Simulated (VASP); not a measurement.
A run of VASP 6.6.1:

The input POSCAR:

```
HfO2
1.0
    4.8135330000      0.0000000000      0.0000000000
    0.0000000000      4.8135330000      0.0000000000
    0.0000000000      0.0000000000      3.2054150000
Hf O
2 4
Direct
    0.0000000000      0.0000000000      0.0000000000
    0.5000000000      0.5000000000      0.5000000000
    0.1949550000      0.8050450000      0.5000000000
    0.3050450000      0.3050450000      0.0000000000
    0.6949550000      0.6949550000      0.0000000000
    0.8050450000      0.1949550000      0.5000000000
```

INCAR.step1

```
SYSTEM = HfO2
ALGO = Normal
EDIFF = 1E-4
ENCUT = 520
GGA = PE
ISMEAR = 0
LASPH = .TRUE.
LCHARG = .FALSE.
LREAL = .FALSE.
LWAVE = .TRUE.
NBANDS = 31
NELM = 80
PREC = Accurate
SIGMA = 0.01
```

File INCAR.step2:

```
SYSTEM = HfO2
ALGO = Normal
EDIFF = 1E-6
ENCUT = 520
ISIF = 2
ISMEAR = 0
ISTART = 1
IVDW = 12
LASPH = .TRUE.
LCHARG = .FALSE.
LMIXTAU = .TRUE.
LREAL = .FALSE.
LWAVE = .FALSE.
METAGGA = R2SCAN
NBANDS = 31
NELM = 80
PREC = Accurate
SIGMA = 0.01
VDW_A1 = 0.49484001
VDW_A2 = 5.73083694
VDW_S6 = 1.0
VDW_S8 = 0.78981345
```

Contents of KPOINTS:

```
k-points
0
G
  5 5 7
  0 0 0
```

Potentials or basis: VASP PAW PBE potentials, release 64 (Hf_pv, O).

Command:

```sh
$ cat potpaw_PBE.64/Hf_pv/POTCAR potpaw_PBE.64/O/POTCAR > POTCAR
$ cp INCAR.step1 INCAR
$ mpirun -np 1 vasp_std > vasp.out
$ cp INCAR.step2 INCAR
$ mpirun -np 1 vasp_std > vasp.out
```

Hardware: 1 thread of Intel(R) Xeon(R) Platinum 8488C (Sapphire Rapids), on a shared host.

Task: Estimate the wall time of this run.

Result: Run time: 76 s on 1 thread of Intel(R) Xeon(R) Platinum 8488C (Sapphire Rapids), with other jobs on the host, peak memory 0.2 GiB. Counts: k points 24.
